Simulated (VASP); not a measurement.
# BAs (F-43m) in VASP: notebook

BAs is run at these levels: PBEsol; tasks: vibrations by perturbation theory.

All numbers are computed with VASP 6.6.1; they aren't measurements. Logs are shortened: lines on timing, memory, paths and dates and some standing lists are left out, and cuts for length are marked.

### Step 1. The cell of the first run

It takes space group F-43m (No. 216, cubic). Conventional cell: a = 4.526 Å, b = 4.526 Å, c = 4.526 Å, α = 90.00°, β = 90.00°, γ = 90.00°. B (site symmetry -43m) has 4 As at 1.96 Å within 2.6 Å. As (site symmetry -43m) has 4 B at 1.96 Å within 2.6 Å.

### Step 2. Vibrations by perturbation theory, PBEsol

INCAR

```
ALGO     = Normal         # electronic algorithm
EDIFF    = 1E-8           # SCF threshold, eV
ENCUT    = 520            # plane-wave cutoff, eV
GGA      = PS             # functional
IBRION   = 8              # ionic algorithm
ISIF     = 2              # what is computed and relaxed
ISMEAR   = 0              # smearing method
LASPH    = True           # aspherical terms in the spheres
LCHARG   = False          # write CHGCAR
LEPSILON = True           # dielectric tensor by DFPT
LREAL    = False          # projectors in reciprocal space
LWAVE    = False          # write WAVECAR
NELM     = 80             # most SCF steps
NSW      = 1              # ionic steps
PREC     = Accurate       # precision mode
SIGMA    = 0.01           # smearing width, eV
```

KPOINTS

```
k-points
0
Gamma
  10 10 10
```

POSCAR

```
BAs
1.0
    0.0000000000      2.2630878248      2.2630878248
    2.2630878248      0.0000000000      2.2630878248
    2.2630878248      2.2630878248      0.0000000000
B As
1 1
Direct
    0.0000000000      0.0000000000      0.0000000000
    0.7500000000      0.7500000000      0.7500000000
```

Potentials or basis: VASP PAW PBE potentials, release 64 (B, As).

Launch:

```
$ cat potpaw_PBE.64/B/POTCAR potpaw_PBE.64/As/POTCAR > POTCAR
$ mpirun -np 1 vasp_std > vasp.out
```

OUTCAR:

```text
EDIFF = 1E-8
   ENCUT = 520
   GGA = PS
   IBRION = 8
   ISIF = 2
   ISMEAR = 0
   LASPH = True
   LEPSILON = True
   LREAL = False
   NELM = 80
   NSW = 1
   PREC = Accurate

 ion  position               nearest neighbor table
   1  0.000  0.000  0.000-   2 1.96   2 1.96   2 1.96   2 1.96
   2  0.750  0.750  0.750-   1 1.96   1 1.96   1 1.96   1 1.96

  LATTYP: Found a face centered cubic cell.
 ALAT       =     4.5261756496

  Lattice vectors:

 A1 = (   0.0000000000,   2.2630878248,   2.2630878248)
 A2 = (   2.2630878248,   0.0000000000,   2.2630878248)
 A3 = (   2.2630878248,   2.2630878248,   0.0000000000)

Analysis of symmetry for initial positions (statically):
=====================================================================
 Subroutine PRICEL returns:
 Original cell was already a primitive cell.

 Routine SETGRP: Setting up the symmetry group for a
 face centered cubic supercell.

 Subroutine GETGRP returns: Found 24 space group operations
 (whereof 24 operations were pure point group operations)
 out of a pool of 48 trial point group operations.

The static configuration has the point symmetry T_d .

Analysis of symmetry for dynamics (positions and initial velocities):
=====================================================================
 Subroutine PRICEL returns:
 Original cell was already a primitive cell.

 Routine SETGRP: Setting up the symmetry group for a
 face centered cubic supercell.

 Subroutine GETGRP returns: Found 24 space group operations
 (whereof 24 operations were pure point group operations)
 out of a pool of 48 trial point group operations.

The dynamic configuration has the point symmetry T_d .

 Subroutine INISYM returns: Found 24 space group operations
 (whereof 24 operations are pure point group operations),
 and found     1 'primitive' translations

----------------------------------------------------------------------------------------

                                     Primitive cell

  volume of cell :      23.1811

  direct lattice vectors                    reciprocal lattice vectors
     0.000000000  2.263087825  2.263087825    -0.220937073  0.220937073  0.220937073
     2.263087825  0.000000000  2.263087825     0.220937073 -0.220937073  0.220937073
     2.263087825  2.263087825  0.000000000     0.220937073  0.220937073 -0.220937073

  length of vectors
     3.200489495  3.200489495  3.200489495     0.382674236  0.382674236  0.382674236

  position of ions in fractional coordinates (direct lattice)
     0.000000000  0.000000000  0.000000000
     0.750000000  0.750000000  0.750000000

  ion indices of the primitive-cell ions
   primitive index   ion index
                 1           1
                 2           2

----------------------------------------------------------------------------------------

 KPOINTS: k-points

Automatic generation of k-mesh.
 Grid dimensions read from file:
 generate k-points for:   10   10   10

 Generating k-lattice:

  Cartesian coordinates                     Fractional coordinates (reciprocal lattice)
    -0.022093707  0.022093707  0.022093707     0.100000000  0.000000000  0.000000000
     0.022093707 -0.022093707  0.022093707     0.000000000  0.100000000  0.000000000
[... 412 lines left out ...]
  ---------------------------------------------------
  free energy    TOTEN  =        -0.57633410 eV

  energy without entropy =       -0.57633410

------------------------ aborting loop because EDIFF is reached ----------------------------------------

--------------------------------------- Ionic step        2  -------------------------------------------

------------------------ aborting loop because EDIFF is reached ----------------------------------------

--------------------------------------- Ionic step        3  -------------------------------------------

------------------------ aborting loop because EDIFF is reached ----------------------------------------

 PIEZOELECTRIC TENSOR FIELD DIRECTION 3  (e Angst)
 -----------------------------------------------------------------------------
    -0.00052 -0.45550  0.00000           ( -0.00000 -0.09735  0.00000)
    -0.45550 -0.00052  0.00000           ( -0.09735 -0.00000  0.00000)
     0.00000  0.00000  0.00019           (  0.00000  0.00000 -0.00000)

 PIEZOELECTRIC TENSOR FIELD DIRECTION 3  (C/m^2)
 -----------------------------------------------------------------------------
    -0.00036 -0.31482  0.00000
    -0.31482 -0.00036  0.00000
     0.00000  0.00000  0.00013

--------------------------------------- Ionic step        4  -------------------------------------------

------------------------ aborting loop because EDIFF is reached ----------------------------------------

[... ionic steps 5 to 6 ...]

--------------------------------------- Ionic step        7  -------------------------------------------

 Free energy of the ion-electron system (eV)
  ---------------------------------------------------
  ---------------------------------------------------
  free energy    TOTEN  =        -0.03579573 eV

  energy without entropy =       -0.03579573

------------------------ aborting loop because EDIFF is reached ----------------------------------------

 INTERNAL STRAIN TENSOR  FOR ION    2  DIRECTION 1   (eV/Angst):
 -----------------------------------------------------------------------------
    -0.00987  0.00000  0.00000
     0.00000  0.00721 15.22182
     0.00000 15.22182  0.00721

 MACROSCOPIC STATIC DIELECTRIC TENSOR (including local field effects in DFT)
 ------------------------------------------------------
           9.489280     0.000000    -0.000000
           0.000000     9.489280    -0.000000
          -0.000000     0.000000     9.489280
 ------------------------------------------------------

 PIEZOELECTRIC TENSOR (including local field effects)  for field in x, y, z        (e  Angst)
          XX          YY          ZZ          XY          YZ          ZX
  --------------------------------------------------------------------------------
  x    -0.00000     0.00000    -0.00000     0.00000    -0.45084     0.00000
  y     0.00000     0.00000    -0.00000     0.00000     0.00000    -0.45084
  z     0.00000     0.00000     0.00000    -0.45084     0.00000     0.00000

 PIEZOELECTRIC TENSOR (including local field effects)  for field in x, y, z        (C/m^2)
          XX          YY          ZZ          XY          YZ          ZX
  --------------------------------------------------------------------------------
  x    -0.00000     0.00000    -0.00000     0.00000    -0.31160     0.00000
  y     0.00000     0.00000    -0.00000     0.00000     0.00000    -0.31160
  z     0.00000     0.00000     0.00000    -0.31160     0.00000     0.00000

 BORN EFFECTIVE CHARGES (including local field effects) (in |e|, cummulative output)
 ---------------------------------------------------------------------------------
 ion    1
    1    -0.98348     0.00000     0.00000
    2     0.00000    -0.98348     0.00000
    3     0.00000    -0.00000    -0.98348
 ion    2
    1     0.98348    -0.00000    -0.00000
    2    -0.00000     0.98348    -0.00000
    3     0.00000     0.00000     0.98348

 INTERNAL STRAIN TENSOR FOR ION    2 for displacements in x,y,z  (eV/Angst):
          X           Y           Z          XY          YZ          ZX
  --------------------------------------------------------------------------------
  x     0.00000     0.00000     0.00000     0.00000    15.22182     0.00000
  y     0.00000    -0.00000     0.00000     0.00000     0.00000    15.22182
  z     0.00000     0.00000     0.00000    15.22182     0.00000     0.00000

 SECOND DERIVATIVES (NOT SYMMETRIZED)
 ------------------------------------
               1X          1Y          1Z          2X          2Y          2Z
  1X   -22.982331    0.000000    0.000000   22.982331    0.000000    0.000000
  1Y     0.000000  -22.982331    0.000000    0.000000   22.982331    0.000000
  1Z     0.000000    0.000000  -22.982331    0.000000    0.000000   22.982331
  2X    22.978456    0.000000    0.000000  -22.978456    0.000000    0.000000
  2Y     0.000000   22.978456    0.000000    0.000000  -22.978456    0.000000
  2Z     0.000000    0.000000   22.978456    0.000000    0.000000  -22.978456

 Eigenvectors and eigenvalues of the dynamical matrix
 ----------------------------------------------------

   1 f  =   24.382574 THz   153.200229 2PiTHz  813.315114 cm-1   100.838177 meV
             X         Y         Z           dx          dy          dz
      0.000000  0.000000  0.000000     0.000000    0.934836    0.000000
      3.394632  3.394632  3.394632     0.000000   -0.355081    0.000000
[... 21 lines left out ...]
   6 f/i=    0.000682 THz     0.004288 2PiTHz    0.022763 cm-1     0.002822 meV
             X         Y         Z           dx          dy          dz
      0.000000  0.000000  0.000000     0.000000   -0.355081    0.000000
      3.394632  3.394632  3.394632     0.000000   -0.934836    0.000000

--------------------------------------------------------------------------------------------------------

 MACROSCOPIC STATIC DIELECTRIC TENSOR IONIC CONTRIBUTION
 ------------------------------------------------------
           0.328550    -0.000000    -0.000000
          -0.000000     0.328550     0.000000
          -0.000000     0.000000     0.328550
 ------------------------------------------------------

 ELASTIC MODULI CONTR FROM IONIC RELAXATION (kBar)
 Direction    XX          YY          ZZ          XY          YZ          ZX
 --------------------------------------------------------------------------------
 XX          -0.0000     -0.0000     -0.0000     -0.0000     -0.0000     -0.0000
 YY          -0.0000     -0.0000     -0.0000     -0.0000     -0.0000      0.0000
 ZZ          -0.0000     -0.0000     -0.0000     -0.0000     -0.0000     -0.0000
 XY          -0.0000     -0.0000     -0.0000   -716.6016      0.0000      0.0000
 YZ          -0.0000     -0.0000     -0.0000      0.0000   -716.6016      0.0000
 ZX          -0.0000      0.0000     -0.0000      0.0000      0.0000   -716.6016
 --------------------------------------------------------------------------------

 PIEZOELECTRIC TENSOR IONIC CONTR  for field in x, y, z        (C/m^2)
          XX          YY          ZZ          XY          YZ          ZX
  --------------------------------------------------------------------------------
  x     0.00000     0.00000     0.00000    -0.00000     0.45657    -0.00000
  y     0.00000    -0.00000     0.00000    -0.00000    -0.00000     0.45657
  z     0.00000     0.00000     0.00000     0.45657     0.00000     0.00000
```

Wall time 63 s (1 thread of Intel Xeon 6975P-C (Granite Rapids), shared host); peak memory 0.22 GiB.

Results:

| Quantity | Value |
| --- | --- |
| Electronic dielectric tensor (diagonal) | 9.49 |
| Born charges (mean of the diagonal) | B -0.98; As +0.98 e |
| Highest phonon frequency at Γ, LO-TO splitting left out | 813 cm⁻¹ |

Phonon frequencies in cm⁻¹ (negative: imaginary):
```tsv
q point	frequencies
(0.000, 0.000, 0.000)	0 0 0 813 813 813
```

Electronic dielectric tensor:
```
9.49 0.00 0.00
0.00 9.49 0.00
0.00 0.00 9.49
```

Born effective charge tensors (e):
atom 1, B
```
-0.98  0.00  0.00
 0.00 -0.98  0.00
 0.00  0.00 -0.98
```
atom 2, As
```
0.98 0.00 0.00
0.00 0.98 0.00
0.00 0.00 0.98
```

Caveat: the cell wasn't relaxed at this level first, which shifts response properties; the PAW data sets were made with another functional, which shifts forces and pressure a little.

### Step 3. Vibrations by perturbation theory, PBEsol

This run uses another cell than the first one, of 12.59 Å³/atom, 1.086 times its volume.

INCAR: that of step 2 with these lines changed.

```diff
@@ -8,3 +8,3 @@
 LASPH    = True           # aspherical terms in the spheres
-LCHARG   = False          # write CHGCAR
+LCHARG   = True           # write CHGCAR
 LEPSILON = True           # dielectric tensor by DFPT
@@ -12,3 +12,4 @@
 LWAVE    = False          # write WAVECAR
-NELM     = 80             # most SCF steps
+NBANDS   = 11             # bands
+NELM     = 100            # most SCF steps
 NSW      = 1              # ionic steps
```

KPOINTS is that of step 2.

POSCAR

```
BAs
1.0
    0.0000000000      2.3261623266      2.3261623266
    2.3261623266      0.0000000000      2.3261623266
    2.3261623266      2.3261623266      0.0000000000
B As
1 1
Direct
    0.0000000000      0.0000000000      0.0000000000
    0.7500000000      0.7500000000      0.7500000000
```

Potentials or basis: VASP PAW PBE potentials, release 64 (B, As).

Launch:

```
$ cat potpaw_PBE.64/B/POTCAR potpaw_PBE.64/As/POTCAR > POTCAR
$ mpirun -np 1 vasp_std > vasp.out
```

OUTCAR:

```text
EDIFF = 1E-8
   ENCUT = 520
   GGA = PS
   IBRION = 8
   ISIF = 2
   ISMEAR = 0
   LASPH = True
   LEPSILON = True
   LREAL = False
   NELM = 100
   NSW = 1
   PREC = Accurate

 ion  position               nearest neighbor table
   1  0.000  0.000  0.000-   2 2.01   2 2.01   2 2.01   2 2.01
   2  0.750  0.750  0.750-   1 2.01   1 2.01   1 2.01   1 2.01

  LATTYP: Found a face centered cubic cell.
 ALAT       =     4.6523246532

  Lattice vectors:

 A1 = (   0.0000000000,   2.3261623266,   2.3261623266)
 A2 = (   2.3261623266,   0.0000000000,   2.3261623266)
 A3 = (   2.3261623266,   2.3261623266,   0.0000000000)

Analysis of symmetry for initial positions (statically):
=====================================================================
 Subroutine PRICEL returns:
 Original cell was already a primitive cell.

 Routine SETGRP: Setting up the symmetry group for a
 face centered cubic supercell.

 Subroutine GETGRP returns: Found 24 space group operations
 (whereof 24 operations were pure point group operations)
 out of a pool of 48 trial point group operations.

The static configuration has the point symmetry T_d .

Analysis of symmetry for dynamics (positions and initial velocities):
=====================================================================
 Subroutine PRICEL returns:
 Original cell was already a primitive cell.

 Routine SETGRP: Setting up the symmetry group for a
 face centered cubic supercell.

 Subroutine GETGRP returns: Found 24 space group operations
[... 594 lines left out ...]
          XX          YY          ZZ          XY          YZ          ZX
  --------------------------------------------------------------------------------
  x    -0.00000    -0.00000     0.00000     0.00000    -0.19277     0.00000
  y     0.00000     0.00000     0.00000     0.00000     0.00000    -0.19277
  z     0.00000    -0.00000     0.00000    -0.19277     0.00000     0.00000

 BORN EFFECTIVE CHARGES (including local field effects) (in |e|, cummulative output)
 ---------------------------------------------------------------------------------
 ion    1
    1    -0.73957    -0.00000     0.00000
    2     0.00000    -0.73957     0.00000
    3     0.00000     0.00000    -0.73957
 ion    2
    1     0.73957     0.00000     0.00000
    2    -0.00000     0.73957    -0.00000
    3     0.00000    -0.00000     0.73957

 INTERNAL STRAIN TENSOR FOR ION    2 for displacements in x,y,z  (eV/Angst):
          X           Y           Z          XY          YZ          ZX
  --------------------------------------------------------------------------------
  x    -0.00000     0.00000     0.00000     0.00000    10.78496     0.00000
  y     0.00000     0.00000     0.00000     0.00000     0.00000    10.78496
  z     0.00000     0.00000    -0.00000    10.78496     0.00000     0.00000

 SECOND DERIVATIVES (NOT SYMMETRIZED)
 ------------------------------------
               1X          1Y          1Z          2X          2Y          2Z
  1X   -19.513451   -0.000000    0.000000   19.513451    0.000000   -0.000000
  1Y    -0.000000  -19.513451   -0.000000    0.000000   19.513451    0.000000
  1Z     0.000000   -0.000000  -19.513451   -0.000000    0.000000   19.513451
  2X    19.510794    0.000000    0.000000  -19.510794    0.000000    0.000000
  2Y     0.000000   19.510794    0.000000    0.000000  -19.510794    0.000000
  2Z     0.000000    0.000000   19.510794    0.000000    0.000000  -19.510794

 Eigenvectors and eigenvalues of the dynamical matrix
 ----------------------------------------------------

   1 f  =   22.467277 THz   141.166063 2PiTHz  749.427683 cm-1    92.917149 meV
             X         Y         Z           dx          dy          dz
      0.000000  0.000000  0.000000     0.934834    0.000000    0.000000
      3.489243  3.489243  3.489243    -0.355086   -0.000000    0.000000
[... 21 lines left out ...]
   6 f/i=    0.000508 THz     0.003190 2PiTHz    0.016936 cm-1     0.002100 meV
             X         Y         Z           dx          dy          dz
      0.000000  0.000000  0.000000    -0.281590    0.206300    0.065064
      3.489243  3.489243  3.489243    -0.741342    0.543125    0.171294

--------------------------------------------------------------------------------------------------------

 MACROSCOPIC STATIC DIELECTRIC TENSOR IONIC CONTRIBUTION
 ------------------------------------------------------
           0.201495    -0.000000    -0.000000
          -0.000000     0.201495     0.000000
          -0.000000     0.000000     0.201495
 ------------------------------------------------------

 ELASTIC MODULI CONTR FROM IONIC RELAXATION (kBar)
 Direction    XX          YY          ZZ          XY          YZ          ZX
 --------------------------------------------------------------------------------
 XX          -0.0000     -0.0000      0.0000     -0.0000      0.0000     -0.0000
 YY          -0.0000     -0.0000     -0.0000     -0.0000     -0.0000     -0.0000
 ZZ           0.0000     -0.0000     -0.0000      0.0000     -0.0000     -0.0000
 XY          -0.0000     -0.0000      0.0000   -393.2057      0.0000      0.0000
 YZ           0.0000     -0.0000     -0.0000      0.0000   -393.2057      0.0000
 ZX          -0.0000     -0.0000     -0.0000      0.0000      0.0000   -393.2057
 --------------------------------------------------------------------------------

 PIEZOELECTRIC TENSOR IONIC CONTR  for field in x, y, z        (C/m^2)
          XX          YY          ZZ          XY          YZ          ZX
  --------------------------------------------------------------------------------
  x    -0.00000     0.00000     0.00000    -0.00000     0.26486    -0.00000
  y     0.00000     0.00000     0.00000    -0.00000    -0.00000     0.26486
  z     0.00000     0.00000    -0.00000     0.26486    -0.00000     0.00000
```

It took 1.9 min on 1 thread of Intel Xeon Platinum 8488C (Sapphire Rapids), shared host; peak memory 0.24 GiB.

Results:

| Item | Value |
| --- | --- |
| Electronic dielectric tensor (diagonal) | 9.70 |
| Born charges (mean of the diagonal) | B -0.74; As +0.74 e |
| Highest phonon frequency at Γ, LO-TO splitting left out | 749 cm⁻¹ |

Phonon frequencies in cm⁻¹ (negative: imaginary):
```
              q point        frequencies
(0.000, 0.000, 0.000)  0 0 0 749 749 749
```

Electronic dielectric tensor:
```
9.70 0.00 0.00
0.00 9.70 0.00
0.00 0.00 9.70
```

Born effective charge tensors (e):
atom 1, B
```
-0.74  0.00  0.00
 0.00 -0.74  0.00
 0.00  0.00 -0.74
```
atom 2, As
```
0.74 0.00 0.00
0.00 0.74 0.00
0.00 0.00 0.74
```

Caveat: the cell wasn't relaxed at this level first, which shifts response properties; the PAW data sets were made with another functional, which shifts forces and pressure a little.
